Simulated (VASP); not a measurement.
A run of VASP 6.6.1 is set up as follows.

INCAR

```
SYSTEM = ZnS
PREC = Accurate
ENCUT = 520
EDIFF = 1E-6
ISMEAR = -1
SIGMA = 0.03
LREAL = .False.
LASPH = .True.
NELM = 60
ALGO = Normal
ISIF = 2
LWAVE = .False.
LCHARG = .False.
GGA = PS
NBANDS = 26
```

KPOINTS

```
regular mesh
0
Gamma
  8 8 5
  0 0 0
```

The input POSCAR:

```
ZnS
1.0
    3.7594924842      0.0000000000      0.0000000000
   -1.8797462421      3.2558159966      0.0000000000
    0.0000000000      0.0000000000      6.1497464286
Zn S
2 2
Direct
    0.3333333333      0.6666666667      0.0000000000
    0.6666666667      0.3333333333      0.5000000000
    0.3333333333      0.6666666667      0.3850000000
    0.6666666667      0.3333333333      0.8850000000
```

Potentials or basis: VASP PAW PBE potentials, release 64 (Zn, S).

The run is started by

```bash
$ cat potpaw_PBE.64/Zn/POTCAR potpaw_PBE.64/S/POTCAR > POTCAR
$ mpirun -np 1 vasp_std > vasp.out
```

(1) Predict the pressure.

(2) What does it give for the band gap on the k mesh?

(3) Estimate the largest force.

Results:

(1) 2.2 GPa.

(2) 2.31 eV, direct.

(3) 0.360 eV/Å.

Caveat: the PAW data sets were made with another functional, which shifts forces and pressure a little.
